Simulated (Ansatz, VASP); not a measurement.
**Two plane-wave programs on SiCl5**

```
CELL_PARAMETERS angstrom
6.42673 0.00000 0.00000
-3.21337 5.56571 0.00000
0.00000 0.00000 4.73052
ATOMIC_POSITIONS crystal
Si 0.33333 0.66667 0.00000
Cl 0.80320 0.19680 0.50000
Cl 0.80320 0.60639 0.50000
Cl 0.39361 0.19680 0.50000
Cl 0.00000 0.00000 0.00000
Cl 0.33333 0.66667 0.50000
```

Alike in both runs: functional PBE; k mesh 6 × 6 × 8; occupations gaussian, width 0.1 eV; no spin polarisation.

Ansatz relaxed the structure, and its values are those at the end. VASP's run is a single point on that final structure, the one shown.

|  | VASP | Ansatz |
| --- | --- | --- |
| version | VASP 6.6.1 | Ansatz 0.2.0 |
| potentials or method | VASP PAW PBE potentials, release 64 (Si, Cl), cutoff 520 eV | scalar-relativistic, plane waves, PAW |
| valence electrons in the cell | 39 | 39 |

Ansatz gave:

- gap on the k mesh at the Fermi level (eV): none
- pressure (GPa): 0.0
- rms of the force components (eV/Å): 0.001

**Question.** Estimate VASP's values.

**Answer.** gap on the k mesh at the Fermi level (eV): none; pressure (GPa): -0.1; rms of the force components (eV/Å): 0.006.

A gap of «none» marks a metal or a gap that the smearing closes. With one functional, cell and mesh, what is left measures potentials, basis and numerics.
